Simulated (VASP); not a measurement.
**CdSe: single point with PBE**

Crystal: CdSe.

```xyz
2
Lattice="0.0000 3.0678 3.0678 3.0678 0.0000 3.0678 3.0678 3.0678 0.0000" Properties=species:S:1:pos:R:3 pbc="T T T"
Cd    0.0000    0.0000    0.0000
Se    1.5339    1.5339    1.5339
```

- Program: VASP 6.6.1
- Task: single point
- Functional: PBE
- Potentials or basis: VASP PAW PBE potentials, release 64 (Cd, Se)
- Cutoff: 520 eV
- k mesh: 6 × 6 × 6
- Occupations: gaussian, width 0.01 eV
- Spin: no spin polarisation
- Dipole correction: no
- Further INCAR settings: ALGO = Normal; EDIFF = 1e-06; NBANDS = 16

```json
{
 "Pressure": "1.7 GPa",
 "Band gap on the k mesh": "0.55 eV, direct"
}
```

Levels at points of the mesh, in eV from the valence-band top:
```
           k point  band 6  band 7  band 8  band 9  band 10  band 11  band 12  band 13
(0.00, 0.00, 0.00)   -7.51    0.00    0.00    0.00     0.55     5.93     5.93     5.93
(0.50, 0.00, 0.00)   -7.23   -4.24   -0.71   -0.71     2.36     6.43     6.43     7.35
(0.50, 0.50, 0.00)   -7.17   -3.96   -1.77   -1.77     3.18     3.73     8.99    10.06
```

Wall time 20 s on 1 thread of Intel Xeon 8259CL, with other jobs on the host, peak memory 0.18 GiB.
